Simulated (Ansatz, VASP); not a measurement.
## Lu3Si: VASP beside Ansatz

The input INCAR:

```
ALGO = Normal ; EDIFF = 1E-6
ENCUT = 520 ; GGA = PE
ISIF = 2 ; ISMEAR = -1
LASPH = True ; LCHARG = False
LREAL = False ; LWAVE = False
NBANDS = 48 ; NELM = 80
PREC = Accurate ; SIGMA = 0.05
```

KPOINTS

```
k-points
0
Gamma
  6 6 6
```

Contents of POSCAR:

```
Lu3Si
1.0
    4.5714954990      0.0000000000      0.0000000000
    0.0000000000      4.5714954990      0.0000000000
    0.0000000000      0.0000000000      4.5714954990
Lu Si
3 1
Direct
    0.5000000000      0.5000000000      0.0000000000
    0.5000000000      0.0000000000      0.5000000000
    0.0000000000      0.5000000000      0.5000000000
    0.0000000000      0.0000000000      0.0000000000
```

Contents of input.yaml:

```yaml
crystal:
  lattice:
    - [4.571495499, 0.0, 0.0]
    - [0.0, 4.571495499, 0.0]
    - [0.0, 0.0, 4.571495499]
  atoms:
    - { symbol: Lu, position: [0.5, 0.5, 0.0] }
    - { symbol: Lu, position: [0.5, 0.0, 0.5] }
    - { symbol: Lu, position: [0.0, 0.5, 0.5] }
    - { symbol: Si, position: [0.0, 0.0, 0.0] }
hamiltonian:
  xc: pbe
  pseudopotentials: { kind: paw }
kpoints:
  mp_grid: { grid: [6, 6, 6] }
scf:
  occupations: { method: fermi_dirac, width: 0.05 }
output:
  forces: true
  stress: true
  eigenvalues: true
  write_density: true
  write_potential: true
  elf: true
  volumetric_format: npy
```

Alike in both runs: task single point; functional PBE; k mesh 6 × 6 × 6; occupations fermi-dirac, width 0.05 eV; no spin polarisation.

|  | VASP | Ansatz |
| --- | --- | --- |
| version | VASP 6.6.1 | Ansatz 0.2.0 |
| potentials or method | VASP PAW PBE potentials, release 64 (Lu, Si) | Ansatz PAW |
| plane-wave cutoff (eV) | 520 | 420 |
| valence electrons in the cell | 79 | 79 |

Ansatz gave:

| Quantity | Value |
| --- | --- |
| gap on the k mesh at the Fermi level (eV) | none |
| pressure (GPa) | -1.9 |

Q: What did VASP give for the same quantities?

A: gap on the k mesh at the Fermi level (eV): none; pressure (GPa): -1.7.

A gap of «none» marks a metal or a gap that the smearing closes. The functional is the same, so the differences come from potentials, cutoffs and numerics.

Spin-orbit coupling is off throughout.
